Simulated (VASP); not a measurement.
Runs of VASP 6.6.1 on ZnO. The structure is that of space group P6_3mc (No. 186), or close to it. The cells are those of the table. 

```csv
task,potentials or basis,cell,cutoff (eV),second run,gap on the mesh (eV),pressure (GPa),largest force (eV/Å)
electric field gradients,"VASP PAW LDA potentials, release 64 (Zn, O)","a = 3.313, b = 3.313, c = 5.306 Å, angles 90.0, 90.0, 120.0°, 4 atoms",520,-,0.65,-12.8,0.04
electric field gradients,"VASP PAW LDA potentials, release 64 (Zn, O)","a = 3.205, b = 3.205, c = 5.133 Å, angles 90.0, 90.0, 120.0°, 4 atoms",520,-,0.81,0.0,0.04
single point,"VASP PAW LDA potentials, release 64 (Zn, O)","a = 3.239, b = 3.239, c = 5.186 Å, angles 90.0, 90.0, 120.0°, 4 atoms",520,-,0.76,-4.7,0.04
electric field gradients,"VASP PAW LDA potentials, release 64 (Zn, O)","a = 3.271, b = 3.271, c = 5.238 Å, angles 90.0, 90.0, 120.0°, 4 atoms",520,-,(b),-8.5,0.04
electric field gradients,"VASP PAW LDA potentials, release 64 (Zn, O)","a = 3.249, b = 3.249, c = 5.204 Å, angles 90.0, 90.0, 120.0°, 4 atoms",520,-,0.74,-6.0,0.04
single point,"VASP PAW LDA potentials, release 64 (Zn, O)","a = 3.205, b = 3.205, c = 5.133 Å, angles 90.0, 90.0, 120.0°, 4 atoms",520,-,0.81,0.0,0.04
electric field gradients,"VASP PAW LDA potentials, release 64 (Zn, O)","a = 3.183, b = 3.183, c = 5.098 Å, angles 90.0, 90.0, 120.0°, 4 atoms",520,-,(a),(c),0.04
electric field gradients,"VASP PAW LDA potentials, release 64 (Zn, O_h)","a = 3.205, b = 3.205, c = 5.133 Å, angles 90.0, 90.0, 120.0°, 4 atoms",910,hard_potentials,0.81,(d),0.04
electric field gradients,"VASP PAW LDA potentials, release 64 (Zn, O_h)","a = 3.239, b = 3.239, c = 5.186 Å, angles 90.0, 90.0, 120.0°, 4 atoms",910,hard_potentials,0.76,-4.9,0.04
```

Alike in all rows: level LDA; no spin polarisation; k mesh 8 × 8 × 5; smearing fermi-dirac 0.01 eV.

Q: Estimate the missing entries.

A: (a) 0.84; (b) 0.71; (c) 3.6; (d) -0.3.

Caveats: the cutoff is under 1.25 times the usual one of these potentials, so pressure, stress and relaxed cells hold a basis-set (Pulay) error (some runs).

